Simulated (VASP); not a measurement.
Set up this calculation in VASP 6.6.1, as the native input.

```
Task                   : electric field gradients
Functional             : LDA
Potentials or basis    : VASP PAW LDA potentials, release 64 (Fe)
Cutoff                 : 520 eV
k mesh                 : 16 × 16 × 16
Occupations            : fermi-dirac, width 0.05 eV
Spin                   : collinear spin, ferromagnetic start
Starting moments       : [3.0] μB
Dipole correction      : no
Further INCAR settings : ALGO = Normal; EDIFF = 1e-08; NBANDS = 14
```

The structure of Fe lies in POSCAR:

```
Fe
1.0
    0.0000000000      1.9029048968      1.9651051623
    1.4684709157      0.0000000000      1.9651051623
    1.4684709157      1.9029048968      0.0000000000
Fe
1
Direct
    0.0000000000      0.0000000000      0.0000000000
```

This cell differs from its parent crystal: equal xx and yy strain of -2 %.

The input as run:

INCAR

```
PREC = Accurate
ENCUT = 520
EDIFF = 1E-8
ISMEAR = -1
SIGMA = 0.05
LREAL = F
LASPH = T
NELM = 150
ALGO = Normal
ISIF = 2
LWAVE = F
LCHARG = F
ISPIN = 2
MAGMOM = 3
LORBIT = 11
LMAXMIX = 4
GGA = CA
LEFG = T
NBANDS = 14
```

KPOINTS

```
regular mesh
0
Gamma
  16 16 16
```

Potentials or basis: VASP PAW LDA potentials, release 64 (Fe).

Command:

```sh
$ cat potpaw_LDA.64/Fe/POTCAR > POTCAR
$ mpirun -np 1 vasp_std > vasp.out
```

Results of the run:

```
Pressure                                              : -12.4 GPa
Net moment                                            : 2.05 μB per cell
Site moments                                          : Fe +2.02 μB
Valence electrons inside the program's atomic spheres : Fe 7.35
```

Caveat: the cell differs from its parent crystal (equal xx and yy strain of -2 %); without QUAD_EFG the Cq values of the log hold for a quadrupole moment of 1 mb, not for the nuclei.

It took 3.8 min on 1 thread of Intel Xeon 6975P-C, on a shared host, peak memory 0.25 GiB.
